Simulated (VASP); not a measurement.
# KF (Fm-3m) in VASP: notebook

KF is run at these levels: PBE, r2SCAN; tasks: single point, relaxation of cell and atoms.

All numbers are computed with VASP 6.6.1; they aren't measurements. Logs are shortened: lines on timing, memory, paths and dates and some standing lists are left out, and cuts for length are marked.

### 1 The cell of the first run

It takes space group Fm-3m (No. 225, cubic). Conventional cell: a = 5.421 Å, b = 5.421 Å, c = 5.421 Å, α = 90.00°, β = 90.00°, γ = 90.00°. Within 3.6 Å of K (site symmetry m-3m) lie 6 F at 2.71 Å. Within 3.6 Å of F (site symmetry m-3m) lie 6 K at 2.71 Å.

### 2 Single point, PBE

Contents of INCAR:

```
PREC = Accurate
ENCUT = 520
EDIFF = 1E-6
ISMEAR = -1
SIGMA = 0.02
LREAL = False
LASPH = True
NELM = 80
ALGO = Normal
ISIF = 2
LWAVE = False
LCHARG = True
GGA = PE
LELF = True
LVHAR = True
NBANDS = 15
```

Contents of KPOINTS:

```
Automatic mesh
0
Gamma
  8 8 8
```

Contents of POSCAR:

```
KF
1.0
    0.0000000000      2.7102693906      2.7102693906
    2.7102693906      0.0000000000      2.7102693906
    2.7102693906      2.7102693906      0.0000000000
K F
1 1
Direct
    0.0000000000      0.0000000000      0.0000000000
    0.5000000000      0.5000000000      0.5000000000
```

Potentials or basis: VASP PAW PBE potentials, release 64 (K_sv, F).

Command:

```console
> cat potpaw_PBE.64/K_sv/POTCAR potpaw_PBE.64/F/POTCAR > POTCAR
> mpirun -np 1 vasp_std > vasp.out
```

OUTCAR:

```text
PREC = Accurate
   ENCUT = 520
   EDIFF = 1E-6
   ISMEAR = -1
   LREAL = False
   LASPH = True
   NELM = 80
   ISIF = 2
   GGA = PE

 ion  position               nearest neighbor table
   1  0.000  0.000  0.000-   2 2.71   2 2.71   2 2.71   2 2.71   2 2.71   2 2.71
   2  0.500  0.500  0.500-   1 2.71   1 2.71   1 2.71   1 2.71   1 2.71   1 2.71

  LATTYP: Found a face centered cubic cell.
 ALAT       =     5.4205387812

  Lattice vectors:

 A1 = (   0.0000000000,   2.7102693906,   2.7102693906)
 A2 = (   2.7102693906,   0.0000000000,   2.7102693906)
 A3 = (   2.7102693906,   2.7102693906,   0.0000000000)

Analysis of symmetry for initial positions (statically):
=====================================================================
 Subroutine PRICEL returns:
 Original cell was already a primitive cell.

 Routine SETGRP: Setting up the symmetry group for a
 face centered cubic supercell.

 Subroutine GETGRP returns: Found 48 space group operations
 (whereof 48 operations were pure point group operations)
 out of a pool of 48 trial point group operations.

The static configuration has the point symmetry O_h .

Analysis of symmetry for dynamics (positions and initial velocities):
=====================================================================
 Subroutine PRICEL returns:
 Original cell was already a primitive cell.

 Routine SETGRP: Setting up the symmetry group for a
 face centered cubic supercell.

 Subroutine GETGRP returns: Found 48 space group operations
 (whereof 48 operations were pure point group operations)
 out of a pool of 48 trial point group operations.

The dynamic configuration has the point symmetry O_h .

 Subroutine INISYM returns: Found 48 space group operations
 (whereof 48 operations are pure point group operations),
 and found     1 'primitive' translations

----------------------------------------------------------------------------------------

                                     Primitive cell

  volume of cell :      39.8169

  direct lattice vectors                    reciprocal lattice vectors
     0.000000000  2.710269391  2.710269391    -0.184483506  0.184483506  0.184483506
     2.710269391  0.000000000  2.710269391     0.184483506 -0.184483506  0.184483506
     2.710269391  2.710269391  0.000000000     0.184483506  0.184483506 -0.184483506

  length of vectors
     3.832899730  3.832899730  3.832899730     0.319534806  0.319534806  0.319534806

  position of ions in fractional coordinates (direct lattice)
     0.000000000  0.000000000  0.000000000
[... 83 lines left out ...]
   NFREE  =      0    steps in history (QN), initial steepest desc. (CG)
   ISIF   =      2    stress and relaxation
   ISYM   =      2    0-nonsym 1-usesym 2-fastsym
   POTIM  = 0.5000    time-step for ionic-motion
   TEBEG  =    0.0;   TEEND  =   0.0 temperature during run
   PSTRESS=    0.0 pullay stress
   NELECT =      16.0000    total number of electrons
   NUPDOWN=      -1.0000    fix difference up-down
   EMIN   =  10.00;   EMAX   =-10.00  energy-range for DOS
   EFERMI =   0.00;   METHOD = LEGACY
   ISMEAR =    -1;   SIGMA  =   0.02  broadening in eV -4-tet -1-fermi 0-gaus
   EFERMI_NEDOS =   21; number of points for ismear=-14 and -15
   IALGO  =     38    algorithm
   IMIX   =      4    mixing-type and parameters
     AMIX     =   0.40;   BMIX     =  1.00
     AMIX_MAG =   1.60;   BMIX_MAG =  1.00
  volume/ion in A,a.u.               =      19.91       134.35
  Fermi-wavevector in a.u.,A,eV,Ry     =   1.208071  2.282923 19.856818  1.459435
  Thomas-Fermi vector in A             =   2.343690
   LORBIT       =      0    0 simple, 1 ext, 2 COOP (PROOUT), +10 PAW based schemes
   GGA     = PE    functional components
   LHFCALC =     F    Hartree Fock is set to
   AEXX    =    0.0000 exact exchange contribution
   IVDW    =     0    specifies the selected vdW correction
   LEPSILON=     F    determine dielectric tensor
   LRPA    =     F    only Hartree local field effects (RPA)
 non-spin polarized calculation
  energy-cutoff  :      520.00
  volume of cell :       39.82
 maximum number of plane-waves:      1090
 NGX is ok and might be reduce to    30
   NGX = 15   NGY = 15   NGZ = 15

 number of electron      15.9999992 magnetization

 Free energy of the ion-electron system (eV)
  ---------------------------------------------------
  ext. energy  EPLUGINS =         0.00000000
  ---------------------------------------------------
  free energy    TOTEN  =        -8.29929488 eV

  energy without entropy =       -8.29929488  energy(sigma->0) =       -8.29929488

 E-fermi :  -2.3626     XC(G=0):  -8.2115

 val. band max:       -2.9144507894   @ k =   0.0000   0.0000   0.0000
 cond. band min:       3.0321877245   @ k =   0.0000   0.0000   0.0000
 fundamental gap:      5.9466385139
 Fermi energy:        -2.3625501395

 k-point     1 :       0.0000    0.0000    0.0000
  band No.  band energies     occupation
      1     -29.1738      2.00000
      2     -21.5482      2.00000
      3     -12.4533      2.00000
      4     -12.4533      2.00000
      5     -12.4533      2.00000
      6      -2.9145      2.00000
      7      -2.9145      2.00000
      8      -2.9145      2.00000
      9       3.0322      0.00000
     10       7.6435      0.00000
     11       7.6435      0.00000
     12       7.6435      0.00000
     13       9.2591      0.00000
     14       9.2591      0.00000
[... 401 lines left out ...]
      2     -21.5960      2.00000
      3     -12.7382      2.00000
      4     -12.6418      2.00000
      5     -12.5199      2.00000
      6      -3.4543      2.00000
      7      -3.1734      2.00000
      8      -3.1584      2.00000
      9       6.3114      0.00000
     10       6.9662      0.00000
     11       8.5213      0.00000
     12       9.5776      0.00000
     13      10.7765      0.00000
     14      11.7634      0.00000
     15      11.9211      0.00000

 [... further k-points ...]
[... 5 lines left out ...]
  --------------------------------------------------------------------------------------
  -------------------------------------------------------------------------------------
  Total        0.0041180      0.0041180      0.0041180      0.0000000     -0.0000000      0.0000000
  in kB        0.1657040      0.1657040      0.1657040      0.0000000     -0.0000000      0.0000000
  external PRESSURE =       0.1657040 kB  Pullay stress =       0.0000000 kB

 VOLUME and BASIS-vectors are now :
 -----------------------------------------------------------------------------
  energy-cutoff  :      520.00
  volume of cell :       39.82
      direct lattice vectors                 reciprocal lattice vectors
     0.000000000  2.710269391  2.710269391    -0.184483506  0.184483506  0.184483506
     2.710269391  0.000000000  2.710269391     0.184483506 -0.184483506  0.184483506
     2.710269391  2.710269391  0.000000000     0.184483506  0.184483506 -0.184483506

 POSITION                                       TOTAL-FORCE (eV/Angst)
 -----------------------------------------------------------------------------------
      0.00000      0.00000      0.00000        -0.000000      0.000000      0.000000
      2.71027      2.71027      2.71027         0.000000     -0.000000     -0.000000
 -----------------------------------------------------------------------------------
    total drift:                                0.000000      0.000000      0.000000

  FREE ENERGIE OF THE ION-ELECTRON SYSTEM (eV)
  ---------------------------------------------------
  free  energy   TOTEN  =        -8.2992948795 eV

  energy  without entropy=       -8.2992948795  energy(sigma->0) =       -8.29929488
```

OSZICAR:

```text
N       E                     dE             d eps       ncg     rms          rms(c)
DAV:   1     0.108927294373E+03    0.10893E+03   -0.80459E+03   870   0.102E+03
DAV:   2    -0.508832020282E+01   -0.11402E+03   -0.10426E+03  1151   0.284E+02
DAV:   3    -0.946162042070E+01   -0.43733E+01   -0.43561E+01  1138   0.491E+01
DAV:   4    -0.957539191965E+01   -0.11377E+00   -0.11375E+00  1202   0.724E+00
DAV:   5    -0.957640611378E+01   -0.10142E-02   -0.10142E-02  1134   0.628E-01    0.627E+00
DAV:   6    -0.833310772501E+01    0.12433E+01   -0.35866E+00   926   0.144E+01    0.380E+00
DAV:   7    -0.830215873342E+01    0.30949E-01   -0.65832E-02  1052   0.221E+00    0.212E+00
DAV:   8    -0.829691327960E+01    0.52455E-02   -0.53339E-02   989   0.225E+00    0.197E-01
DAV:   9    -0.829855682344E+01   -0.16435E-02   -0.37450E-03  1052   0.509E-01    0.122E-01
DAV:  10    -0.829915948158E+01   -0.60266E-03   -0.47293E-04   933   0.184E-01    0.645E-02
DAV:  11    -0.829929486864E+01   -0.13539E-03   -0.13140E-04   912   0.945E-02    0.188E-02
DAV:  12    -0.829929478660E+01    0.82036E-07   -0.11688E-05  1066   0.333E-02    0.425E-03
DAV:  13    -0.829929487947E+01   -0.92865E-07   -0.20896E-06   940   0.128E-02
   1 F= -.82992949E+01 E0= -.82992949E+01  d E =-.353092E-13
```

stdout:

```text
POSCAR found type information on POSCAR K F
 POSCAR found :  2 types and       2 ions
 scaLAPACK will be used
 LDA part: xc-table for (Slater+PW92), standard interpolation
 POSCAR, INCAR and KPOINTS ok, starting setup
 FFT: planning ... GRIDC
 FFT: planning ... GRID_SOFT
 FFT: planning ... GRID
 WAVECAR not read
 entering main loop
```

Run time: 8.9 s. Hardware: 1 thread of Intel Xeon 6975P-C (Granite Rapids), shared host; peak memory 0.17 GiB.

What came out:

* Free energy: -8.2993 eV
* Pressure: 0.0 GPa
* Band gap on the k mesh: 5.95 eV, direct

Levels at points of the mesh, in eV from the valence-band top:
```
           k point  band 6  band 7  band 8  band 9  band 10  band 11
(0.00, 0.00, 0.00)    0.00    0.00    0.00    5.95    10.56    10.56
(0.50, 0.00, 0.00)   -0.75   -0.31   -0.31    8.89    10.29    11.87
(0.50, 0.50, 0.00)   -0.23   -0.06   -0.06    8.16    10.07    11.47
```

### 3 Single point, r2SCAN

This run uses another cell than the first one, of 18.80 Å³/atom, 0.944 times its volume.

Contents of POSCAR:

```
KF
1.0
    0.0000000000      2.6589605677      2.6589605677
    2.6589605677      0.0000000000      2.6589605677
    2.6589605677      2.6589605677      0.0000000000
K F
1 1
Direct
    0.0000000000      0.0000000000      0.0000000000
    0.5000000000      0.5000000000      0.5000000000
```

Contents of INCAR.step1:

```
SYSTEM = KF
PREC = Accurate
ENCUT = 520
ISMEAR = -1
SIGMA = 0.02
LREAL = .FALSE.
LASPH = .TRUE.
NELM = 80
NBANDS = 15
GGA = PE
ALGO = Normal
EDIFF = 1E-4
LWAVE = .TRUE.
LCHARG = .FALSE.
```

Contents of INCAR.step2:

```
SYSTEM = KF
PREC = Accurate
ENCUT = 520
EDIFF = 1E-6
ISMEAR = -1
SIGMA = 0.02
LREAL = .FALSE.
LASPH = .TRUE.
NELM = 80
ALGO = Normal
ISIF = 2
LWAVE = .FALSE.
LCHARG = .FALSE.
METAGGA = R2SCAN
LMIXTAU = .TRUE.
NBANDS = 15
ISTART = 1
```

Contents of KPOINTS:

```
regular mesh
0
G
  8 8 8
  0 0 0
```

Potentials or basis: VASP PAW PBE potentials, release 64 (K_sv, F).

Command:

```console
> cat potpaw_PBE.64/K_sv/POTCAR potpaw_PBE.64/F/POTCAR > POTCAR
> cp INCAR.step1 INCAR
> mpirun -np 1 vasp_std > vasp.out
> cp INCAR.step2 INCAR
> mpirun -np 1 vasp_std > vasp.out
```

OUTCAR:

```text
SYSTEM = KF
   PREC = Accurate
   ENCUT = 520
   EDIFF = 1E-6
   ISMEAR = -1
   LREAL = .FALSE.
   LASPH = .TRUE.
   NELM = 80
   ISIF = 2
   METAGGA = R2SCAN
   ISTART = 1

 ion  position               nearest neighbor table
   1  0.000  0.000  0.000-   2 2.66   2 2.66   2 2.66   2 2.66   2 2.66   2 2.66
   2  0.500  0.500  0.500-   1 2.66   1 2.66   1 2.66   1 2.66   1 2.66   1 2.66

  LATTYP: Found a face centered cubic cell.
 ALAT       =     5.3179211354

  Lattice vectors:

 A1 = (   0.0000000000,   2.6589605677,   2.6589605677)
 A2 = (   2.6589605677,   0.0000000000,   2.6589605677)
 A3 = (   2.6589605677,   2.6589605677,   0.0000000000)

Analysis of symmetry for initial positions (statically):
=====================================================================
 Subroutine PRICEL returns:
 Original cell was already a primitive cell.

 Routine SETGRP: Setting up the symmetry group for a
 face centered cubic supercell.

 Subroutine GETGRP returns: Found 48 space group operations
 (whereof 48 operations were pure point group operations)
 out of a pool of 48 trial point group operations.

The static configuration has the point symmetry O_h .

Analysis of symmetry for dynamics (positions and initial velocities):
=====================================================================
 Subroutine PRICEL returns:
 Original cell was already a primitive cell.

 Routine SETGRP: Setting up the symmetry group for a
 face centered cubic supercell.

 Subroutine GETGRP returns: Found 48 space group operations
 (whereof 48 operations were pure point group operations)
 out of a pool of 48 trial point group operations.

The dynamic configuration has the point symmetry O_h .

 Subroutine INISYM returns: Found 48 space group operations
 (whereof 48 operations are pure point group operations),
 and found     1 'primitive' translations

----------------------------------------------------------------------------------------

                                     Primitive cell
[... 114 lines left out ...]
  Thomas-Fermi vector in A             =   2.366194
   LORBIT       =      0    0 simple, 1 ext, 2 COOP (PROOUT), +10 PAW based schemes
   METAGGA = R2SCAN    functional components
   LHFCALC =     F    Hartree Fock is set to
   AEXX    =    0.0000 exact exchange contribution
   IVDW    =     0    specifies the selected vdW correction
   LEPSILON=     F    determine dielectric tensor
   LRPA    =     F    only Hartree local field effects (RPA)
 non-spin polarized calculation
  energy-cutoff  :      520.00
  volume of cell :       37.60
 maximum number of plane-waves:      1036
   NGX = 13   NGY = 13   NGZ = 13

 number of electron      16.0000010 magnetization

 Free energy of the ion-electron system (eV)
  ---------------------------------------------------
  ext. energy  EPLUGINS =         0.00000000
  ---------------------------------------------------
  free energy    TOTEN  =       -14.97291621 eV

  energy without entropy =      -14.97291621  energy(sigma->0) =      -14.97291621

 E-fermi :  -2.8437     XC(G=0):  -8.9718

 val. band max:       -3.3119906513   @ k =   0.0000   0.0000   0.0000
 cond. band min:       3.5957295057   @ k =   0.0000   0.0000   0.0000
 fundamental gap:      6.9077201570
 Fermi energy:        -2.8436668302

 k-point     1 :       0.0000    0.0000    0.0000
  band No.  band energies     occupation
      1     -30.3949      2.00000
      2     -23.1085      2.00000
      3     -12.8696      2.00000
      4     -12.8696      2.00000
      5     -12.8696      2.00000
      6      -3.3120      2.00000
      7      -3.3120      2.00000
      8      -3.3120      2.00000
      9       3.5957      0.00000
     10       8.1806      0.00000
     11       8.1806      0.00000
     12       8.1806      0.00000
     13      10.0620      0.00000
     14      10.0620      0.00000
[... 401 lines left out ...]
      2     -23.1809      2.00000
      3     -13.1995      2.00000
      4     -13.0916      2.00000
      5     -12.9430      2.00000
      6      -3.8703      2.00000
      7      -3.5875      2.00000
      8      -3.5617      2.00000
      9       6.7523      0.00000
     10       7.4695      0.00000
     11       9.3614      0.00000
     12      10.3620      0.00000
     13      11.7292      0.00000
     14      12.7683      0.00000
     15      13.2233      0.00000

 [... further k-points ...]
[... 5 lines left out ...]
  --------------------------------------------------------------------------------------
  -------------------------------------------------------------------------------------
  Total       -0.0077853     -0.0077853     -0.0077853      0.0000000      0.0000000      0.0000000
  in kB       -0.3317557     -0.3317557     -0.3317557      0.0000000      0.0000000      0.0000000
  external PRESSURE =      -0.3317557 kB  Pullay stress =       0.0000000 kB

 VOLUME and BASIS-vectors are now :
 -----------------------------------------------------------------------------
  energy-cutoff  :      520.00
  volume of cell :       37.60
      direct lattice vectors                 reciprocal lattice vectors
     0.000000000  2.658960568  2.658960568    -0.188043405  0.188043405  0.188043405
     2.658960568  0.000000000  2.658960568     0.188043405 -0.188043405  0.188043405
     2.658960568  2.658960568  0.000000000     0.188043405  0.188043405 -0.188043405

 POSITION                                       TOTAL-FORCE (eV/Angst)
 -----------------------------------------------------------------------------------
      0.00000      0.00000      0.00000         0.000000     -0.000000     -0.000000
      2.65896      2.65896      2.65896        -0.000000      0.000000      0.000000
 -----------------------------------------------------------------------------------
    total drift:                                0.000000      0.000000      0.000000

  FREE ENERGIE OF THE ION-ELECTRON SYSTEM (eV)
  ---------------------------------------------------
  free  energy   TOTEN  =       -14.9729162063 eV

  energy  without entropy=      -14.9729162063  energy(sigma->0) =      -14.97291621
```

Run time: 30 s. Hardware: 1 thread of Intel Xeon 6975P-C (Granite Rapids), shared host; peak memory 0.16 GiB.

What came out:

```yaml
Free_energy: -14.9729 eV
Pressure: 0.0 GPa
Band_gap_on_the_k_mesh: 6.91 eV, direct
```

Levels at points of the mesh, in eV from the valence-band top:
| k point | band 5 | band 6 | band 7 | band 8 | band 9 | band 10 | band 11 | band 12 |
| --- | --- | --- | --- | --- | --- | --- | --- | --- |
| (0.00, 0.00, 0.00) | -9.56 | 0.00 | 0.00 | 0.00 | 6.91 | 11.49 | 11.49 | 11.49 |
| (0.50, 0.00, 0.00) | -9.59 | -0.78 | -0.35 | -0.35 | 9.74 | 11.36 | 12.99 | 12.99 |
| (0.50, 0.50, 0.00) | -9.78 | -0.20 | -0.05 | -0.05 | 8.78 | 11.31 | 12.54 | 14.71 |

Caveat: the PAW data sets were made with another functional, which shifts forces and pressure a little. A k mesh can miss the band edges.

[end of part 1 of 2]
